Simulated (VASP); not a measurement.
# As (Fd-3m) in VASP: further runs

As is run at these levels: PBEsol; tasks: single point.

Everything below comes from runs of VASP 6.6.1. Logs are shortened: lines on timing, memory, paths and dates and some standing lists are left out, and cuts for length are marked.

## (1) The cell of the first run

Symmetry: Fd-3m, No. 227, cubic system. Conventional cell: a = 5.763 Å, b = 5.763 Å, c = 5.763 Å, α = 90.00°, β = 90.00°, γ = 90.00°. As (site symmetry -43m) has 4 As at 2.50 Å within 3.3 Å.

## (2) Single point, PBEsol (volume scaled by 0.88)

INCAR reads:

```
SYSTEM = As
PREC = Accurate ; ENCUT = 520
EDIFF = 1E-6 ; ISMEAR = -1
SIGMA = 0.1 ; LREAL = .FALSE.
LASPH = .TRUE. ; NELM = 80
ALGO = Normal ; ISIF = 2
LWAVE = .FALSE. ; LCHARG = .TRUE.
GGA = PS ; LELF = .TRUE.
LVHAR = .TRUE. ; NBANDS = 12
```

KPOINTS reads:

```
regular mesh
0
G
  10 10 10
  0 0 0
```

POSCAR reads:

```
As
1.0
    0.0000000000      2.8815874010      2.8815874010
    2.8815874010      0.0000000000      2.8815874010
    2.8815874010      2.8815874010      0.0000000000
As
2
Direct
    0.1250000000      0.1250000000      0.1250000000
    0.8750000000      0.8750000000      0.8750000000
```

Potentials or basis: VASP PAW PBE potentials, release 64 (As).

Started as:

```sh
$ cat potpaw_PBE.64/As/POTCAR > POTCAR
$ mpirun -np 1 vasp_std > vasp.out
```

OUTCAR:

```text
SYSTEM = As
   PREC = Accurate
   ENCUT = 520
   EDIFF = 1E-6
   ISMEAR = -1
   LREAL = .FALSE.
   LASPH = .TRUE.
   NELM = 80
   ISIF = 2
   GGA = PS

 ion  position               nearest neighbor table
   1  0.125  0.125  0.125-   2 2.50   2 2.50   2 2.50   2 2.50
   2  0.875  0.875  0.875-   1 2.50   1 2.50   1 2.50   1 2.50

  LATTYP: Found a face centered cubic cell.
 ALAT       =     5.7631748020

  Lattice vectors:

 A1 = (   0.0000000000,   2.8815874010,   2.8815874010)
 A2 = (   2.8815874010,   0.0000000000,   2.8815874010)
 A3 = (   2.8815874010,   2.8815874010,   0.0000000000)

Analysis of symmetry for initial positions (statically):
=====================================================================
 Subroutine PRICEL returns:
 Original cell was already a primitive cell.

 Routine SETGRP: Setting up the symmetry group for a
 face centered cubic supercell.

 Subroutine GETGRP returns: Found 48 space group operations
 (whereof 12 operations were pure point group operations)
 out of a pool of 48 trial point group operations.

The static configuration has the point symmetry D_3d.
 The point group associated with its full space group is O_h .

Analysis of symmetry for dynamics (positions and initial velocities):
=====================================================================
 Subroutine PRICEL returns:
 Original cell was already a primitive cell.

 Routine SETGRP: Setting up the symmetry group for a
 face centered cubic supercell.

 Subroutine GETGRP returns: Found 48 space group operations
 (whereof 12 operations were pure point group operations)
 out of a pool of 48 trial point group operations.

The dynamic configuration has the point symmetry D_3d.
 The point group associated with its full space group is O_h .

 Subroutine INISYM returns: Found 48 space group operations
 (whereof 12 operations are pure point group operations),
 and found     1 'primitive' translations

----------------------------------------------------------------------------------------

                                     Primitive cell

  volume of cell :      47.8548

  direct lattice vectors                    reciprocal lattice vectors
     0.000000000  2.881587401  2.881587401    -0.173515473  0.173515473  0.173515473
     2.881587401  0.000000000  2.881587401     0.173515473 -0.173515473  0.173515473
     2.881587401  2.881587401  0.000000000     0.173515473  0.173515473 -0.173515473

  length of vectors
     4.075179984  4.075179984  4.075179984     0.300537615  0.300537615  0.300537615

  position of ions in fractional coordinates (direct lattice)
     0.125000000  0.125000000  0.125000000
     0.875000000  0.875000000  0.875000000

  ion indices of the primitive-cell ions
   primitive index   ion index
                 1           1
                 2           2

----------------------------------------------------------------------------------------

 KPOINTS: regular mesh

Automatic generation of k-mesh.
 Grid dimensions read from file:
 generate k-points for:   10   10   10

 Generating k-lattice:

  Cartesian coordinates                     Fractional coordinates (reciprocal lattice)
    -0.017351547  0.017351547  0.017351547     0.100000000  0.000000000  0.000000000
     0.017351547 -0.017351547  0.017351547     0.000000000  0.100000000  0.000000000
     0.017351547  0.017351547 -0.017351547     0.000000000  0.000000000  0.100000000

  Length of vectors
     0.030053761  0.030053761  0.030053761

  Shift w.r.t. Gamma in fractional coordinates (k-lattice)
     0.000000000  0.000000000  0.000000000

 Subroutine IBZKPT returns following result:
 ===========================================

 Found     47 irreducible k-points:

 Following reciprocal coordinates:
            Coordinates               Weight
  0.000000  0.000000  0.000000      1.000000
  0.100000  0.000000  0.000000      8.000000
  0.200000  0.000000  0.000000      8.000000
  0.300000  0.000000  0.000000      8.000000
  0.400000  0.000000  0.000000      8.000000
  0.500000  0.000000  0.000000      4.000000
[... 16 lines left out ...]
  0.300000  0.300000  0.000000      6.000000
  0.400000  0.300000  0.000000     24.000000
 [... further k-points ...]
   k-points           NKPTS =     47   k-points in BZ     NKDIM =     47   number of bands    NBANDS=     12
   number of dos      NEDOS =    301   number of ions     NIONS =      2
   total plane-waves  NPLWV =  27000
   dimension x,y,z NGX =    30 NGY =   30 NGZ =   30
   dimension x,y,z NGXF=    60 NGYF=   60 NGZF=   60
   ions per type =               2
   NGX,Y,Z   is equivalent  to a cutoff of  12.24, 12.24, 12.24 a.u.
   NGXF,Y,Z  is equivalent  to a cutoff of  24.48, 24.48, 24.48 a.u.
 SYSTEM =  As
   PREC   = accura    normal or accurate (medium, high low for compatibility)
   ISTART =      0    job   : 0-new  1-cont  2-samecut
   ICHARG =      2    charge: 1-file 2-atom 10-const
   ISPIN  =      1    spin polarized calculation?
   LNONCOLLINEAR =      F non collinear calculations
   LSORBIT =      F    spin-orbit coupling
   LASPH  =      T    aspherical Exc in radial PAW
   ENCUT  =  520.0 eV  38.22 Ry    6.18 a.u.   7.58  7.58  7.58*2*pi/ulx,y,z
   NELM   =     80;   NELMIN=  2; NELMDL= -5     # of ELM steps
   EDIFF  = 0.1E-05   stopping-criterion for ELM
   LREAL  =      F    real-space projection
   EDIFFG = 0.1E-04   stopping-criterion for IOM
   NSW    =      0    number of steps for IOM
   IBRION =     -1    ionic relax: 0-MD 1-quasi-New 2-CG
   NFREE  =      0    steps in history (QN), initial steepest desc. (CG)
   ISIF   =      2    stress and relaxation
   ISYM   =      2    0-nonsym 1-usesym 2-fastsym
   POTIM  = 0.5000    time-step for ionic-motion
   TEBEG  =    0.0;   TEEND  =   0.0 temperature during run
   PSTRESS=    0.0 pullay stress
   NELECT =      10.0000    total number of electrons
   NUPDOWN=      -1.0000    fix difference up-down
   EMIN   =  10.00;   EMAX   =-10.00  energy-range for DOS
   EFERMI =   0.00;   METHOD = LEGACY
   ISMEAR =    -1;   SIGMA  =   0.10  broadening in eV -4-tet -1-fermi 0-gaus
   EFERMI_NEDOS =   21; number of points for ismear=-14 and -15
   IALGO  =     38    algorithm
   IMIX   =      4    mixing-type and parameters
     AMIX     =   0.40;   BMIX     =  1.00
     AMIX_MAG =   1.60;   BMIX_MAG =  1.00
  volume/ion in A,a.u.               =      23.93       161.47
  Fermi-wavevector in a.u.,A,eV,Ry     =   0.971478  1.835828 12.840768  0.943770
  Thomas-Fermi vector in A             =   2.101698
   LORBIT       =      0    0 simple, 1 ext, 2 COOP (PROOUT), +10 PAW based schemes
   GGA     = PS    functional components
   LHFCALC =     F    Hartree Fock is set to
   AEXX    =    0.0000 exact exchange contribution
   IVDW    =     0    specifies the selected vdW correction
   LEPSILON=     F    determine dielectric tensor
   LRPA    =     F    only Hartree local field effects (RPA)
 non-spin polarized calculation
  energy-cutoff  :      520.00
  volume of cell :       47.85
 maximum number of plane-waves:      1308
   NGX = 15   NGY = 15   NGZ = 15

 number of electron      10.0000001 magnetization

 Free energy of the ion-electron system (eV)
  ---------------------------------------------------
  ext. energy  EPLUGINS =         0.00000000
  ---------------------------------------------------
  free energy    TOTEN  =        -9.30266578 eV

  energy without entropy =       -9.25976338  energy(sigma->0) =       -9.28121458

 E-fermi :   4.3258     XC(G=0):  -9.4955

 val. band max:        4.3059368968   @ k =   0.5000   0.4000   0.1000
 cond. band min:       4.3448438474   @ k =   0.4000   0.3000   0.0000
 fundamental gap:      0.0389069506
 Fermi energy:         4.3258383101

 k-point     1 :       0.0000    0.0000    0.0000
  band No.  band energies     occupation
      1     -10.6042      2.00000
      2      -0.5929      2.00000
      3       1.9136      2.00000
      4       1.9136      2.00000
      5       1.9136      2.00000
      6       4.8811      0.00772
      7       4.8811      0.00772
      8       4.8811      0.00772
      9       9.2207      0.00000
     10      12.3324      0.00000
     11      12.3324      0.00000
     12      14.1937      0.00000

 k-point     2 :       0.1000    0.0000    0.0000
  band No.  band energies     occupation
      1     -10.4993      2.00000
      2      -1.3275      2.00000
      3       1.7499      2.00000
      4       1.7499      2.00000
      5       2.1636      2.00000
      6       5.1172      0.00073
      7       5.1172      0.00073
      8       5.1718      0.00042
      9       9.7448      0.00000
     10      11.8479      0.00000
     11      11.8479      0.00000
     12      13.7251      0.00000

 k-point     3 :       0.2000    0.0000    0.0000
  band No.  band energies     occupation
      1     -10.1934      2.00000
      2      -2.6985      2.00000
      3       1.4080      2.00000
      4       1.4080      2.00000
      5       2.1681      2.00000
      6       5.6091      0.00001
      7       5.6091      0.00001
      8       6.2153      0.00000
      9      10.7717      0.00000
     10      11.4151      0.00000
     11      11.4151      0.00000
     12      13.3279      0.00000
[... 286 lines left out ...]
 k-point    23 :       0.3000    0.3000    0.0000
  band No.  band energies     occupation
      1      -9.3636      2.00000
      2      -4.5199      2.00000
      3       0.0545      2.00000
      4       0.0545      2.00000
      5       3.4203      1.99977
      6       4.2520      1.35335
      7       8.2824      0.00000
      8       8.2824      0.00000
      9       9.7725      0.00000
     10      13.3226      0.00000
     11      13.8214      0.00000
     12      16.9685      0.00000

 k-point    24 :       0.4000    0.3000    0.0000
  band No.  band energies     occupation
      1      -8.8839      2.00000
      2      -5.3323      2.00000
      3      -0.4162      2.00000
      4      -0.1373      2.00000
      5       3.5701      1.99896
      6       4.3448      0.90526
      7       8.4251      0.00000
      8       8.7961      0.00000
      9      10.9707      0.00000
     10      13.5298      0.00000
     11      14.3970      0.00000
     12      16.3595      0.00000

 [... further k-points ...]

------------------------ aborting loop because EDIFF is reached ----------------------------------------

  FORCE on cell =-STRESS in cart. coord.  units (eV):
  Direction    XX          YY          ZZ          XY          YZ          ZX
  --------------------------------------------------------------------------------------
  -------------------------------------------------------------------------------------
  Total        2.5324715      2.5324715      2.5324715     -0.0000000     -0.0000000     -0.0000000
  in kB       84.7870968     84.7870968     84.7870968     -0.0000000     -0.0000000     -0.0000000
  external PRESSURE =      84.7870968 kB  Pullay stress =       0.0000000 kB

 VOLUME and BASIS-vectors are now :
 -----------------------------------------------------------------------------
  energy-cutoff  :      520.00
  volume of cell :       47.85
      direct lattice vectors                 reciprocal lattice vectors
     0.000000000  2.881587401  2.881587401    -0.173515473  0.173515473  0.173515473
     2.881587401  0.000000000  2.881587401     0.173515473 -0.173515473  0.173515473
     2.881587401  2.881587401  0.000000000     0.173515473  0.173515473 -0.173515473

 POSITION                                       TOTAL-FORCE (eV/Angst)
 -----------------------------------------------------------------------------------
      0.72040      0.72040      0.72040        -0.000000      0.000000      0.000000
      5.04278      5.04278      5.04278         0.000000     -0.000000     -0.000000
 -----------------------------------------------------------------------------------
    total drift:                               -0.000000      0.000000      0.000000

  FREE ENERGIE OF THE ION-ELECTRON SYSTEM (eV)
  ---------------------------------------------------
  free  energy   TOTEN  =        -9.3026657776 eV

  energy  without entropy=       -9.2597633836  energy(sigma->0) =       -9.28121458
```

Run time: 31 s. Hardware: 1 thread of AMD EPYC, shared host; peak memory 0.14 GiB.

Results:

```
Free energy            : -9.3027 eV
Pressure               : 8.5 GPa
Band gap on the k mesh : zero (band 5 reaches 5.38 eV, above the bottom of band 6 at 3.41 eV)
```

Levels at points of the mesh, in eV from the Fermi level:
| k point | band 2 | band 3 | band 4 | band 5 | band 6 | band 7 | band 8 | band 9 |
| --- | --- | --- | --- | --- | --- | --- | --- | --- |
| (0.00, 0.00, 0.00) | -4.92 | -2.41 | -2.41 | -2.41 | 0.56 | 0.56 | 0.56 | 4.89 |
| (0.50, 0.00, 0.00) | -9.99 | -3.53 | -3.53 | -2.70 | 1.89 | 1.89 | 5.68 | 7.50 |
| (0.50, 0.50, 0.00) | -11.62 | -4.84 | -4.84 | -0.91 | -0.91 | 6.09 | 6.09 | 8.40 |

Caveat: the PAW data sets were made with another functional, which shifts forces and pressure a little.

## (3) Single point, PBEsol (volume scaled by 0.92)

INCAR reads:

```
SYSTEM = As
PREC = Accurate ; ENCUT = 520
EDIFF = 1E-6 ; ISMEAR = -1
SIGMA = 0.1 ; LREAL = .FALSE.
LASPH = .TRUE. ; NELM = 100
ALGO = Normal ; ISIF = 2
LWAVE = .FALSE. ; LCHARG = .FALSE.
GGA = PS ; NBANDS = 12
```

KPOINTS reads:

```
Automatic mesh
0
G
  10 10 10
  0 0 0
```

POSCAR reads:

```
As
1.0
    0.0000000000      2.9246025099      2.9246025099
    2.9246025099      0.0000000000      2.9246025099
    2.9246025099      2.9246025099      0.0000000000
As
2
Direct
    0.1250000000      0.1250000000      0.1250000000
    0.8750000000      0.8750000000      0.8750000000
```

Potentials or basis: VASP PAW PBE potentials, release 64 (As).

Started as:

```sh
$ cat potpaw_PBE.64/As/POTCAR > POTCAR
$ mpirun -np 1 vasp_std > vasp.out
```

Run time: 30 s. Hardware: 1 thread of AMD EPYC, shared host; peak memory 0.15 GiB.

It converged, with:

```
Free energy            : -9.3945 eV
Pressure               : 5.1 GPa
Band gap on the k mesh : zero (band 5 reaches 4.90 eV, above the bottom of band 6 at 3.07 eV)
```

Levels at points of the mesh, in eV from the Fermi level:
```csv
k point,band 3,band 4,band 5,band 6,band 7,band 8
"(0.00, 0.00, 0.00)",-2.29,-2.29,-2.29,0.61,0.61,0.61
"(0.50, 0.00, 0.00)",-3.36,-3.36,-2.69,1.92,1.92,5.53
"(0.50, 0.50, 0.00)",-4.60,-4.60,-0.81,-0.81,5.83,5.83
```

Caveat: the PAW data sets were made with another functional, which shifts forces and pressure a little.
